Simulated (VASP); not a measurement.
A run of VASP 6.6.1:

Contents of INCAR:

```
  PREC = Accurate
  ENCUT = 520
  EDIFF = 1E-6
  ISMEAR = 0
  SIGMA = 0.15
  LREAL = F
  LASPH = T
  NELM = 100
  ALGO = Fast
  ISIF = 2
  LWAVE = F
  LCHARG = F
  GGA = PE
  NBANDS = 22
```

The input KPOINTS:

```
regular mesh
0
Gamma
  10 10 10
```

The input POSCAR:

```
Al
1.0
   -4.0479600000      4.0479600000      0.0000000000
   -4.0479600000      0.0000000000      4.0479600000
    0.0000000000      4.0479600000      4.0479600000
Al
8
Direct
    0.0000000000      0.0000000000      0.0000000000
    0.5000000000      0.0000000000      0.0000000000
    0.0000000000      0.5000000000      0.0000000000
    0.0000000000      0.0000000000      0.5000000000
    0.5000000000      0.5000000000      0.0000000000
    0.5000000000      0.0000000000      0.5000000000
    0.0000000000      0.5000000000      0.5000000000
    0.5000000000      0.5000000000      0.5000000000
```

Potentials or basis: VASP PAW PBE potentials, release 64 (Al).

Launch:

```bash
$ cat potpaw_PBE.64/Al/POTCAR > POTCAR
$ mpirun -np 1 vasp_std > vasp.out
```

Hardware: 1 thread of Intel Xeon 6975P-C, with other jobs on the host.

**Question.** How long does it take, and how much memory?

**Answer.** Wall time 4.5 min on 1 thread of Intel Xeon 6975P-C, on a shared host, peak memory 0.35 GiB. Counts: scf iterations 12, k points 47.
